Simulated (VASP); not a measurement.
# Ir (Fm-3m) in VASP: further runs

Runs on Ir. Level: PBEsol. Tasks: single point.

Program: VASP 6.6.1. These are calculated values, not measurements. Logs are shortened: lines on timing, memory, paths and dates and some standing lists are left out, and cuts for length are marked.

## 1. The cell of the first run

It takes space group Fm-3m (No. 225, cubic). Conventional cell: a = 3.894 Å, b = 3.894 Å, c = 3.894 Å, α = 90.00°, β = 90.00°, γ = 90.00°. Within 3.6 Å of Ir (site symmetry m-3m) lie 12 Ir at 2.75 Å.

## 2. Single point, PBEsol

Contents of INCAR:

```
  PREC = Accurate
  ENCUT = 500
  EDIFF = 1E-6
  ISMEAR = -1
  SIGMA = 0.05
  LREAL = F
  LASPH = T
  NELM = 120
  ALGO = Normal
  ISIF = 2
  LWAVE = F
  LCHARG = F
  GGA = PS
  NBANDS = 10
  GGA_COMPAT = F
```

Contents of KPOINTS:

```
Automatic mesh
0
Gamma
  13 13 13
```

Contents of POSCAR:

```
Ir
1.0
    0.0000000000      1.9470088611      1.9470088611
    1.9470088611      0.0000000000      1.9470088611
    1.9470088611      1.9470088611      0.0000000000
Ir
1
Direct
    0.0000000000      0.0000000000      0.0000000000
```

Potentials or basis: VASP PAW PBE potentials, release 64 (Ir).

Run with:

```bash
cat potpaw_PBE.64/Ir/POTCAR > POTCAR
mpirun -np 1 vasp_std > vasp.out
```

OUTCAR:

```text
PREC = Accurate
   ENCUT = 500
   EDIFF = 1E-6
   ISMEAR = -1
   LREAL = F
   LASPH = T
   NELM = 120
   ISIF = 2
   GGA = PS

 ion  position               nearest neighbor table
   1  0.000  0.000  0.000-

  LATTYP: Found a face centered cubic cell.
 ALAT       =     3.8940177222

  Lattice vectors:

 A1 = (   0.0000000000,   1.9470088611,   1.9470088611)
 A2 = (   1.9470088611,   0.0000000000,   1.9470088611)
 A3 = (   1.9470088611,   1.9470088611,   0.0000000000)

Analysis of symmetry for initial positions (statically):
=====================================================================
 Subroutine PRICEL returns:
 Original cell was already a primitive cell.

 Routine SETGRP: Setting up the symmetry group for a
 face centered cubic supercell.

 Subroutine GETGRP returns: Found 48 space group operations
 (whereof 48 operations were pure point group operations)
 out of a pool of 48 trial point group operations.

The static configuration has the point symmetry O_h .

Analysis of symmetry for dynamics (positions and initial velocities):
=====================================================================
 Subroutine PRICEL returns:
 Original cell was already a primitive cell.

 Routine SETGRP: Setting up the symmetry group for a
 face centered cubic supercell.

 Subroutine GETGRP returns: Found 48 space group operations
 (whereof 48 operations were pure point group operations)
 out of a pool of 48 trial point group operations.

The dynamic configuration has the point symmetry O_h .

 Subroutine INISYM returns: Found 48 space group operations
 (whereof 48 operations are pure point group operations),
 and found     1 'primitive' translations

----------------------------------------------------------------------------------------

                                     Primitive cell

  volume of cell :      14.7616

  direct lattice vectors                    reciprocal lattice vectors
     0.000000000  1.947008861  1.947008861    -0.256804173  0.256804173  0.256804173
     1.947008861  0.000000000  1.947008861     0.256804173 -0.256804173  0.256804173
     1.947008861  1.947008861  0.000000000     0.256804173  0.256804173 -0.256804173

  length of vectors
     2.753486337  2.753486337  2.753486337     0.444797875  0.444797875  0.444797875

  position of ions in fractional coordinates (direct lattice)
     0.000000000  0.000000000  0.000000000

  ion indices of the primitive-cell ions
   primitive index   ion index
                 1           1

----------------------------------------------------------------------------------------

 KPOINTS: Automatic mesh

Automatic generation of k-mesh.
 Grid dimensions read from file:
 generate k-points for:   13   13   13

 Generating k-lattice:

  Cartesian coordinates                     Fractional coordinates (reciprocal lattice)
    -0.019754167  0.019754167  0.019754167     0.076923077  0.000000000  0.000000000
     0.019754167 -0.019754167  0.019754167     0.000000000  0.076923077  0.000000000
     0.019754167  0.019754167 -0.019754167     0.000000000  0.000000000  0.076923077

  Length of vectors
     0.034215221  0.034215221  0.034215221

  Shift w.r.t. Gamma in fractional coordinates (k-lattice)
     0.000000000  0.000000000  0.000000000

 Subroutine IBZKPT returns following result:
 ===========================================

 Found     84 irreducible k-points:

 Following reciprocal coordinates:
            Coordinates               Weight
  0.000000  0.000000  0.000000      1.000000
  0.076923  0.000000  0.000000      8.000000
  0.153846  0.000000  0.000000      8.000000
  0.230769  0.000000  0.000000      8.000000
  0.307692  0.000000  0.000000      8.000000
  0.384615  0.000000  0.000000      8.000000
[... 16 lines left out ...]
  0.384615  0.153846  0.000000     24.000000
  0.461538  0.153846  0.000000     24.000000
 [... further k-points ...]
   k-points           NKPTS =     84   k-points in BZ     NKDIM =     84   number of bands    NBANDS=     10
   number of dos      NEDOS =    301   number of ions     NIONS =      1
   total plane-waves  NPLWV =   8000
   dimension x,y,z NGX =    20 NGY =   20 NGZ =   20
   dimension x,y,z NGXF=    40 NGYF=   40 NGZF=   40
   ions per type =               1
   NGX,Y,Z   is equivalent  to a cutoff of  12.08, 12.08, 12.08 a.u.
   NGXF,Y,Z  is equivalent  to a cutoff of  24.15, 24.15, 24.15 a.u.
 SYSTEM =  unknown system
   PREC   = accura    normal or accurate (medium, high low for compatibility)
   ISTART =      0    job   : 0-new  1-cont  2-samecut
   ICHARG =      2    charge: 1-file 2-atom 10-const
   ISPIN  =      1    spin polarized calculation?
   LNONCOLLINEAR =      F non collinear calculations
   LSORBIT =      F    spin-orbit coupling
   LASPH  =      T    aspherical Exc in radial PAW
   ENCUT  =  500.0 eV  36.75 Ry    6.06 a.u.   5.02  5.02  5.02*2*pi/ulx,y,z
   NELM   =    120;   NELMIN=  2; NELMDL= -5     # of ELM steps
   EDIFF  = 0.1E-05   stopping-criterion for ELM
   LREAL  =      F    real-space projection
   EDIFFG = 0.1E-04   stopping-criterion for IOM
   NSW    =      0    number of steps for IOM
   IBRION =     -1    ionic relax: 0-MD 1-quasi-New 2-CG
   NFREE  =      0    steps in history (QN), initial steepest desc. (CG)
   ISIF   =      2    stress and relaxation
   ISYM   =      2    0-nonsym 1-usesym 2-fastsym
   POTIM  = 0.5000    time-step for ionic-motion
   TEBEG  =    0.0;   TEEND  =   0.0 temperature during run
   PSTRESS=    0.0 pullay stress
   NELECT =       9.0000    total number of electrons
   NUPDOWN=      -1.0000    fix difference up-down
   EMIN   =  10.00;   EMAX   =-10.00  energy-range for DOS
   EFERMI =   0.00;   METHOD = LEGACY
   ISMEAR =    -1;   SIGMA  =   0.05  broadening in eV -4-tet -1-fermi 0-gaus
   EFERMI_NEDOS =   21; number of points for ismear=-14 and -15
   IALGO  =     38    algorithm
   IMIX   =      4    mixing-type and parameters
     AMIX     =   0.40;   BMIX     =  1.00
     AMIX_MAG =   1.60;   BMIX_MAG =  1.00
  volume/ion in A,a.u.               =      14.76        99.62
  Fermi-wavevector in a.u.,A,eV,Ry     =   1.388176  2.623272 26.218855  1.927032
  Thomas-Fermi vector in A             =   2.512327
   LORBIT       =      0    0 simple, 1 ext, 2 COOP (PROOUT), +10 PAW based schemes
   GGA     = PS    functional components
   LHFCALC =     F    Hartree Fock is set to
   AEXX    =    0.0000 exact exchange contribution
   IVDW    =     0    specifies the selected vdW correction
   LEPSILON=     F    determine dielectric tensor
   LRPA    =     F    only Hartree local field effects (RPA)
 non-spin polarized calculation
  energy-cutoff  :      500.00
  volume of cell :       14.76
 maximum number of plane-waves:       383
   NGX =  9   NGY =  9   NGZ =  9

 number of electron       9.0000000 magnetization

 Free energy of the ion-electron system (eV)
  ---------------------------------------------------
  ext. energy  EPLUGINS =         0.00000000
  ---------------------------------------------------
  free energy    TOTEN  =        -9.78122772 eV

  energy without entropy =       -9.77071116  energy(sigma->0) =       -9.77596944

 E-fermi :   9.5338     XC(G=0): -13.8524

 val. band max:        9.5083299763   @ k =  -0.4615   0.4615   0.0000
 cond. band min:       9.5592973780   @ k =   0.3077   0.2308   0.0000
 fundamental gap:      0.0509674017
 Fermi energy:         9.5337521333

 k-point     1 :       0.0000    0.0000    0.0000
  band No.  band energies     occupation
      1      -1.2141      2.00000
      2       5.8659      2.00000
      3       5.8659      2.00000
      4       5.8659      2.00000
      5       8.4074      2.00000
      6       8.4074      2.00000
      7      23.9127      0.00000
      8      29.2377      0.00000
      9      29.2377      0.00000
     10      29.2377      0.00000

 k-point     2 :       0.0769    0.0000    0.0000
  band No.  band energies     occupation
      1      -0.9636      2.00000
      2       5.7380      2.00000
      3       5.9716      2.00000
      4       5.9716      2.00000
      5       8.3429      2.00000
      6       8.3429      2.00000
      7      24.3329      0.00000
      8      27.9760      0.00000
      9      29.6412      0.00000
     10      29.6412      0.00000

 k-point     3 :       0.1538    0.0000    0.0000
  band No.  band energies     occupation
      1      -0.2618      2.00000
      2       5.4585      2.00000
      3       6.2045      2.00000
      4       6.2045      2.00000
      5       8.2599      2.00000
      6       8.2599      2.00000
      7      25.3488      0.00000
      8      25.8665      0.00000
      9      30.7755      0.00000
     10      30.7755      0.00000

 k-point     4 :       0.2308    0.0000    0.0000
  band No.  band energies     occupation
      1       0.6972      2.00000
      2       5.3255      2.00000
      3       6.3090      2.00000
      4       6.3090      2.00000
      5       8.4599      2.00000
      6       8.4599      2.00000
      7      23.6371      0.00000
      8      26.1206      0.00000
      9      32.3499      0.00000
     10      32.3499      0.00000
[... 222 lines left out ...]
 k-point    22 :       0.3077    0.1538    0.0000
  band No.  band energies     occupation
      1       1.7476      2.00000
      2       4.5130      2.00000
      3       6.0955      2.00000
      4       7.0065      2.00000
      5       8.4887      2.00000
      6       9.4735      1.53859
      7      23.5643      0.00000
      8      27.0057      0.00000
      9      28.5345      0.00000
     10      30.0108      0.00000

 k-point    23 :       0.3846    0.1538    0.0000
  band No.  band energies     occupation
      1       2.3673      2.00000
      2       4.9339      2.00000
      3       5.6790      2.00000
      4       6.8456      2.00000
      5       9.8814      0.00191
      6      10.0662      0.00005
      7      20.6506      0.00000
      8      25.8450      0.00000
      9      27.8636      0.00000
     10      29.9357      0.00000

 k-point    24 :       0.4615    0.1538    0.0000
  band No.  band energies     occupation
      1       2.5361      2.00000
      2       5.1884      2.00000
      3       6.1175      2.00000
      4       6.6272      2.00000
      5      10.4237      0.00000
      6      11.5600      0.00000
      7      17.7712      0.00000
      8      24.9992      0.00000
      9      27.4982      0.00000
     10      28.6490      0.00000

 [... further k-points ...]
[... 5 lines left out ...]
  --------------------------------------------------------------------------------------
  -------------------------------------------------------------------------------------
  Total       -1.4722406     -1.4722406     -1.4722406      0.0000000     -0.0000000     -0.0000000
  in kB     -159.7922037   -159.7922037   -159.7922037      0.0000000     -0.0000000     -0.0000000
  external PRESSURE =    -159.7922037 kB  Pullay stress =       0.0000000 kB

 VOLUME and BASIS-vectors are now :
 -----------------------------------------------------------------------------
  energy-cutoff  :      500.00
  volume of cell :       14.76
      direct lattice vectors                 reciprocal lattice vectors
     0.000000000  1.947008861  1.947008861    -0.256804173  0.256804173  0.256804173
     1.947008861  0.000000000  1.947008861     0.256804173 -0.256804173  0.256804173
     1.947008861  1.947008861  0.000000000     0.256804173  0.256804173 -0.256804173

 POSITION                                       TOTAL-FORCE (eV/Angst)
 -----------------------------------------------------------------------------------
      0.00000      0.00000      0.00000         0.000000      0.000000      0.000000
 -----------------------------------------------------------------------------------
    total drift:                               -0.000000     -0.000000     -0.000000

  FREE ENERGIE OF THE ION-ELECTRON SYSTEM (eV)
  ---------------------------------------------------
  free  energy   TOTEN  =        -9.7812277206 eV

  energy  without entropy=       -9.7707111648  energy(sigma->0) =       -9.77596944
```

Wall time 9.8 s (1 thread of AMD EPYC 9R45 (Zen 5), shared host); peak memory 0.1 GiB.

What came out:

| Item | Value |
| --- | --- |
| Free energy | -9.7812 eV |
| Pressure | -16.0 GPa |

Caveat: the PAW data sets were made with another functional, which shifts forces and pressure a little; spin-orbit coupling is left out, which moves the levels of the heavy elements.

## 3. Single point, PBEsol

This run uses another cell than the first one, of 15.11 Å³/atom, 1.024 times its volume.

Contents of INCAR:

```
SYSTEM = Ir
PREC = Accurate
ENCUT = 500
EDIFF = 1E-6
ISMEAR = -1
SIGMA = 0.05
LREAL = .False.
LASPH = .True.
NELM = 120
ALGO = Normal
ISIF = 2
LWAVE = .False.
LCHARG = .True.
GGA = PS
LELF = .True.
LVHAR = .True.
NBANDS = 10
GGA_COMPAT = .False.
```

Contents of KPOINTS:

```
regular mesh
0
Gamma
  13 13 13
  0 0 0
```

Contents of POSCAR:

```
Ir
1.0
    0.0000000000      1.9623402708      1.9623402708
    1.9623402708      0.0000000000      1.9623402708
    1.9623402708      1.9623402708      0.0000000000
Ir
1
Direct
    0.0000000000      0.0000000000      0.0000000000
```

Potentials or basis: VASP PAW PBE potentials, release 64 (Ir).

Run with:

```bash
cat potpaw_PBE.64/Ir/POTCAR > POTCAR
mpirun -np 1 vasp_std > vasp.out
```

Run time: 11 s. Hardware: 1 thread of AMD EPYC 9R45 (Zen 5), shared host; peak memory 0.1 GiB.

The run converged. Its results:

```yaml
Free_energy: -9.7388 eV
Pressure: -22.7 GPa
```

Levels at points of the mesh, in eV from the Fermi level:
```csv
k point,band 1,band 2,band 3,band 4,band 5,band 6,band 7,band 8,band 9
"(0.00, 0.00, 0.00)",-10.50,-3.54,-3.54,-3.54,-1.09,-1.09,14.42,19.60,19.60
```

Caveat: the PAW data sets were made with another functional, which shifts forces and pressure a little; spin-orbit coupling is left out, which moves the levels of the heavy elements.

(Continued in part 2 of 2.)
